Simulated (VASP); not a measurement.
Runs of VASP 6.6.1 on Al. The structure is that of space group Fm-3m (No. 225), or close to it. The cells are those of the table. 

| task | cell | cutoff (eV) | k mesh for the DOS | occupations for the DOS | gap on the mesh (eV) | pressure (GPa) |
| --- | --- | --- | --- | --- | --- | --- |
| single point | a = 2.268 Å, angles 60.0°, 1 atom | 520 | - | - | none | 232.2 |
| single point | a = 2.858 Å, angles 60.0°, 1 atom | 520 | - | - | none | 0.0 |
| single point | a = 2.759 Å, angles 60.0°, 1 atom | 520 | - | - | none | (a) |
| single point | a = 2.653 Å, angles 60.0°, 1 atom | 520 | - | - | none | (b) |
| relaxation of cell and atoms | relaxed from a = 2.857 Å, angles 60.0°, 1 atom | 600 | - | - | none | 0.0 |
| single point | a = 2.106 Å, angles 60.0°, 1 atom | 520 | - | - | none | 473.4 |
| single point | a = 2.537 Å, angles 60.0°, 1 atom | 520 | - | - | none | 60.7 |

Alike in all rows: level PBE; potentials or basis VASP PAW PBE potentials, release 64 (Al); no spin polarisation; k mesh 18 × 18 × 18; smearing fermi-dirac 0.05 eV.

Question: Fill in the values left out.

Answer: (a) 10.2; (b) 28.4.

Caveats: the relaxation stopped at its first step, so nothing moved (some runs).

A gap of «none» marks levels without a gap at the run's occupations.
